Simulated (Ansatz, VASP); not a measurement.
**InAs in VASP and in Ansatz**

File INCAR:

```
SYSTEM = InAs
PREC = Accurate
ENCUT = 520
EDIFF = 1E-6
ISMEAR = 0
SIGMA = 0.15
LREAL = .FALSE.
LASPH = .TRUE.
NELM = 60
ALGO = Normal
ISIF = 2
LWAVE = .FALSE.
LCHARG = .FALSE.
GGA = PS
NBANDS = 16
```

Contents of KPOINTS:

```
regular mesh
0
G
  14 14 14
  0 0 0
```

POSCAR

```
InAs
1.0
    0.0000000000      3.0240000000      2.7820800000
    3.0240000000      0.0000000000      2.7820800000
    3.0240000000      3.0240000000      0.0000000000
In As
1 1
Direct
    0.0000000000      0.0000000000      0.0000000000
    0.7500000000      0.7500000000      0.7500000000
```

Input for Ansatz:

```yaml
crystal:
  lattice:
    - [0.0, 3.024, 2.78208]
    - [3.024, 0.0, 2.78208]
    - [3.024, 3.024, 0.0]
  atoms:
    - { symbol: In, position: [0.0, 0.0, 0.0] }
    - { symbol: As, position: [0.75, 0.75, 0.75] }
basis:
  ecutwfc: 420
kpoints:
  mp_grid: { grid: [14, 14, 14] }
hamiltonian:
  xc: pbesol
scf:
  occupations: { method: gaussian, width: 0.15 }
output:
  forces: true
  stress: true
  eigenvalues: true
```

Change from the starting cell: strain +0.000 along x and y, -0.080 along z, atoms carried along.

Alike in both runs: task single point; functional PBEsol; k mesh 14 × 14 × 14; occupations gaussian, width 0.15 eV; no spin polarisation.

```csv
,VASP,Ansatz
version,VASP 6.6.1,Ansatz 0.2.0
potentials or method,"VASP PAW PBE potentials, release 64 (In_d, As), cutoff 520 eV","scalar-relativistic, plane waves, PAW"
valence electrons in the cell,18,28
```

```csv
,VASP,Ansatz,Ansatz less VASP
gap on the k mesh at the Fermi level (eV),0.14,0.14,+0.008
least direct gap on the mesh (eV),0.14,0.14,+0.008
pressure (GPa),7.2,7.1,-0.13
"traceless stress, the component that is largest in VASP (GPa)",1.31,1.32,+0.009
```

VASP's potentials were made for PBE, not for PBEsol. With one functional, cell and mesh, what is left measures potentials, basis and numerics. VASP's potentials hold 18 valence electrons a cell and Ansatz's 28, so a difference there can come from the potentials and not from the codes.
